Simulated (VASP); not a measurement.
A run of VASP 6.6.1 is set up as follows.

INCAR

```
PREC = Accurate
ENCUT = 520
EDIFF = 1E-7
ISMEAR = -1
SIGMA = 0.15
LREAL = F
LASPH = T
NELM = 80
ALGO = Normal
ISIF = 2
LWAVE = F
LCHARG = F
GGA = PS
NBANDS = 24
```

KPOINTS

```
Automatic mesh
0
Gamma
  18 18 18
```

The input POSCAR:

```
TaAs
1.0
   -1.7147865401      1.7147865401      5.7907547717
    1.7147865401     -1.7147865401      5.7907547717
    1.7147865401      1.7147865401     -5.7907547717
Ta As
2 2
Direct
    0.5003116665      1.0003116665      0.5000000000
    0.7503116665      0.7503116665      0.0000000000
    0.0822877535      0.5822877535      0.5000000000
    0.3322877535      0.3322877535      0.0000000000
```

Potentials or basis: VASP PAW PBE potentials, release 64 (Ta_pv, As).

Command:

```console
$ cat potpaw_PBE.64/Ta_pv/POTCAR potpaw_PBE.64/As/POTCAR > POTCAR
$ mpirun -np 1 vasp_std > vasp.out
```

(1) Estimate the pressure.

(2) Predict the band gap on the k mesh.

Answers

(1) 0.7 GPa.

(2) zero (bands 16 and 17 overlap by 0.04 eV).

Caveat: the PAW data sets were made with another functional, which shifts forces and pressure a little; spin-orbit coupling is left out, which moves the levels of the heavy elements.
